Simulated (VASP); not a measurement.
The system is HfO2.

```xyz
3
Lattice="0.0000 2.5575 2.5575 2.5575 0.0000 2.5575 2.5575 2.5575 0.0000" Properties=species:S:1:pos:R:3 pbc="T T T"
Hf    0.0000    0.0000    0.0000
O     1.2788    1.2788    1.2788
O     3.8363    3.8363    3.8363
```

Base run:

* Program: VASP 6.6.1
* Functional: PBEsol
* Potentials or basis: VASP PAW PBE potentials, release 64 (Hf_pv, O)
* Cutoff: 520 eV
* k mesh: 10 × 10 × 10
* Occupations: fermi-dirac, width 0.02 eV
* Spin: no spin polarisation

Its results: band gap on the k mesh 3.60 eV, direct; pressure -13.6 GPa.

Question: The run is repeated on the same cell with these changes: functional from PBEsol to PBE. What comes out?

Answer: Band gap on the k mesh 3.73 eV, direct; pressure -6.0 GPa.

PBE binds less tightly than PBEsol, so the same cell stands under more pressure.

Caveats: spin-orbit coupling is left out, which moves the levels of the heavy elements; the PAW data sets were made with another functional, which shifts forces and pressure a little (some runs).

A k mesh can miss the band edges.
